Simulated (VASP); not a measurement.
Write the native input for VASP 6.6.1 that does the following.

```
Task                   : single point
Functional             : r2SCAN
Potentials or basis    : VASP PAW PBE potentials, release 64 (B_h, N_h)
Cutoff                 : 1460 eV
k mesh                 : 12 × 12 × 12
Occupations            : gaussian, width 0.05 eV
Spin                   : no spin polarisation
Dipole correction      : no
Further INCAR settings : ALGO = Normal; EDIFF = 1e-06; NBANDS = 11
```

BN:

```
CELL_PARAMETERS angstrom
0.00000 1.80481 1.85896
1.80481 0.00000 1.85896
1.80481 1.80481 0.00000
ATOMIC_POSITIONS crystal
B 0.00000 0.00000 0.00000
N 0.75000 0.75000 0.75000
```

This cell differs from its parent crystal: strain +0.0300 x Voigt [0, 0, 1, 0, 0, 0].

These files were run (other wordings do the same):

POSCAR

```
BN
1.0
    0.0000000000      1.8048137558      1.8589581685
    1.8048137558      0.0000000000      1.8589581685
    1.8048137558      1.8048137558      0.0000000000
B N
1 1
Direct
    0.0000000000      0.0000000000      0.0000000000
    0.7500000000      0.7500000000      0.7500000000
```

INCAR.step1

```
SYSTEM = BN
PREC = Accurate ; ENCUT = 1460
ISMEAR = 0 ; SIGMA = 0.05
LREAL = .FALSE. ; LASPH = .TRUE.
NELM = 120 ; NBANDS = 11
GGA = PE ; ALGO = Normal
EDIFF = 1E-5 ; LWAVE = .TRUE.
LCHARG = .FALSE. ; GGA_COMPAT = .FALSE.
```

INCAR.step2

```
SYSTEM = BN
PREC = Accurate ; ENCUT = 1460
EDIFF = 1E-6 ; ISMEAR = 0
SIGMA = 0.05 ; LREAL = .FALSE.
LASPH = .TRUE. ; NELM = 120
ALGO = Normal ; ISIF = 2
LWAVE = .FALSE. ; LCHARG = .FALSE.
METAGGA = R2SCAN ; LMIXTAU = .TRUE.
NBANDS = 11 ; ISTART = 1
GGA_COMPAT = .FALSE.
```

KPOINTS

```
regular mesh
0
G
  12 12 12
  0 0 0
```

Potentials or basis: VASP PAW PBE potentials, release 64 (B_h, N_h).

Command:

```console
$ cat potpaw_PBE.64/B_h/POTCAR potpaw_PBE.64/N_h/POTCAR > POTCAR
$ cp INCAR.step1 INCAR
$ mpirun -np 1 vasp_std > vasp.out
$ cp INCAR.step2 INCAR
$ mpirun -np 1 vasp_std > vasp.out
```

It gave:

```json
{
  "Pressure": "-11.4 GPa",
  "Band gap on the k mesh": "4.69 eV (least direct gap 9.26 eV)"
}
```

Caveat: the cell differs from its parent crystal (strain +0.0300 x Voigt [0, 0, 1, 0, 0, 0]); the stress differs along the axes, from -24 to -5 GPa; the PAW data sets were made with another functional, which shifts forces and pressure a little.

Run time: 2.5 min on 1 thread of Intel(R) Xeon(R) Platinum 8259CL CPU @ 2.50GHz (Skylake/Cascade Lake) (shared host), peak memory 0.24 GiB.
